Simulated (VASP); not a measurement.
Input of a VASP 6.6.1 run:

The input INCAR:

```
SYSTEM = Pd
ALGO = Fast ; EDIFF = 1E-7
ENCUT = 520 ; GGA = PS
ISIF = 2 ; ISMEAR = 0
LASPH = .True. ; LCHARG = .False.
LREAL = .False. ; LWAVE = .False.
NBANDS = 11 ; NELM = 60
PREC = Accurate ; SIGMA = 0.15
```

File KPOINTS:

```
k-points
0
Gamma
  20 20 20
  0 0 0
```

File POSCAR:

```
Pd
1.0
    0.0000000000      1.7893080000      1.7893080000
    1.7893080000      0.0000000000      1.7893080000
    1.7893080000      1.7893080000      0.0000000000
Pd
1
Direct
    0.0000000000      0.0000000000      0.0000000000
```

Potentials or basis: VASP PAW PBE potentials, release 64 (Pd).

Launch:

```sh
$ cat potpaw_PBE.64/Pd/POTCAR > POTCAR
$ mpirun -np 1 vasp_std > vasp.out
```

Problem. Estimate the band gap on the k mesh.

Solution. Zero (bands 5 and 6 overlap by 2.46 eV).

Problem. Predict the pressure.

Solution. 91.8 GPa.

Caveat: the cell differs from its parent crystal (strain -0.080 along x and y, -0.080 along z); the cell stands under pressure; the PAW data sets were made with another functional, which shifts forces and pressure a little.
